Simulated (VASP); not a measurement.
Set up this calculation in VASP 6.6.1, as the native input.

- Task: single point
- Functional: PBEsol
- Potentials or basis: VASP PAW PBE potentials, release 64 (W_sv, F)
- Cutoff: 520 eV
- k mesh: 18 × 18 × 8
- Occupations: gaussian, width 0.1 eV
- Spin: collinear spin
- Starting moments: [2.5, 0.0, 0.0] μB
- Dipole correction: no
- Further INCAR settings: ALGO = Normal; EDIFF = 1e-06; NBANDS = 25

The structure of WF2 lies in POSCAR:

```
WF2
1.0
    2.7532265928      0.0000000000      0.0000000000
   -1.3766132964      2.3843641717      0.0000000000
    0.0000000000      0.0000000000      6.1617623769
W F
1 2
Direct
    0.0000000000      0.0000000000      0.0000000000
    0.3333333333      0.6666666667      0.2447159061
    0.6666666667      0.3333333333      0.7552840939
```

These files were run (other wordings do the same):

INCAR

```
PREC     = Accurate       # precision mode
ENCUT    = 520            # plane-wave cutoff, eV
EDIFF    = 1E-6           # SCF threshold, eV
ISMEAR   = 0              # smearing method
SIGMA    = 0.1            # smearing width, eV
LREAL    = False          # projectors in reciprocal space
LASPH    = True           # aspherical terms in the spheres
NELM     = 150            # most SCF steps
ALGO     = Normal         # electronic algorithm
ISIF     = 2              # what is computed and relaxed
LWAVE    = False          # write WAVECAR
LCHARG   = False          # write CHGCAR
ISPIN    = 2              # spin polarisation
MAGMOM   = 2.5 0 0        # initial moments
LORBIT   = 11             # projections on sites
LMAXMIX  = 4              # l up to which the mixer works
GGA      = PS             # functional
NBANDS   = 25             # bands
LUSENCCL = False
```

KPOINTS

```
regular mesh
0
Gamma
  18 18 8
```

Potentials or basis: VASP PAW PBE potentials, release 64 (W_sv, F).

Launch:

```console
$ cat potpaw_PBE.64/W_sv/POTCAR potpaw_PBE.64/F/POTCAR > POTCAR
$ mpirun -np 1 vasp_std > vasp.out
```

It gave:

| Property | Result |
| --- | --- |
| Pressure | 1.1 GPa |
| Largest force | 0.133 eV/Å |
| Band gap on the k mesh | zero (filled and empty bands overlap) |
| Net moment | 0.00 μB per cell |
| Valence electrons inside the program's atomic spheres | W 12.00; F 6.04 |

Caveat: the PAW data sets were made with another functional, which shifts forces and pressure a little; spin-orbit coupling is left out, which moves the levels of the heavy elements.

Wall time 4.6 min on 1 × NVIDIA H100 80GB with 1 thread of AMD EPYC 7R13 Processor (Zen 3), with other jobs on the host, peak memory 1.5 GiB.
